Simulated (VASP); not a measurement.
Set up this calculation in VASP 6.6.1, as the native input.

- Task: single point
- Functional: PBE
- Potentials or basis: VASP PAW PBE potentials, release 64 (Si, Ni)
- Cutoff: 600 eV
- k mesh: 16 × 16 × 16
- Occupations: methfessel-paxton, width 0.1 eV
- Spin: no spin polarisation
- Dipole correction: no
- Further INCAR settings: ALGO = Normal; EDIFF = 1e-06; NBANDS = 16

The structure of Si2Ni lies in POSCAR:

```
Si2Ni
1.0
    0.0000000000      2.7222891144      2.7222891144
    2.7222891144      0.0000000000      2.7222891144
    2.7222891144      2.7222891144      0.0000000000
Si Ni
2 1
Direct
    0.2500000000      0.2500000000      0.2500000000
    0.7500000000      0.7500000000      0.7500000000
    0.0000000000      0.0000000000      0.0000000000
```

These files were run (other wordings do the same):

INCAR

```
SYSTEM = Si2Ni
ALGO = Normal
EDIFF = 1E-6
ENCUT = 600
GGA = PE
GGA_COMPAT = .FALSE.
ISIF = 2
ISMEAR = 1
LASPH = .TRUE.
LCHARG = .TRUE.
LELF = .TRUE.
LREAL = .FALSE.
LVHAR = .TRUE.
LWAVE = .FALSE.
NBANDS = 16
NELM = 120
PREC = Accurate
SIGMA = 0.1
```

KPOINTS

```
k-points
0
G
  16 16 16
  0 0 0
```

Potentials or basis: VASP PAW PBE potentials, release 64 (Si, Ni).

Command:

```bash
$ cat potpaw_PBE.64/Si/POTCAR potpaw_PBE.64/Ni/POTCAR > POTCAR
$ mpirun -np 1 vasp_std > vasp.out
```

Results of the run:

| Item | Value |
| --- | --- |
| Pressure | -0.1 GPa |
| Band gap on the k mesh | zero (bands 9 and 10 overlap by 2.14 eV) |

It took 3.3 min on 1 thread of Oxide Virtual Turin-like Processor (shared host), peak memory 0.21 GiB.
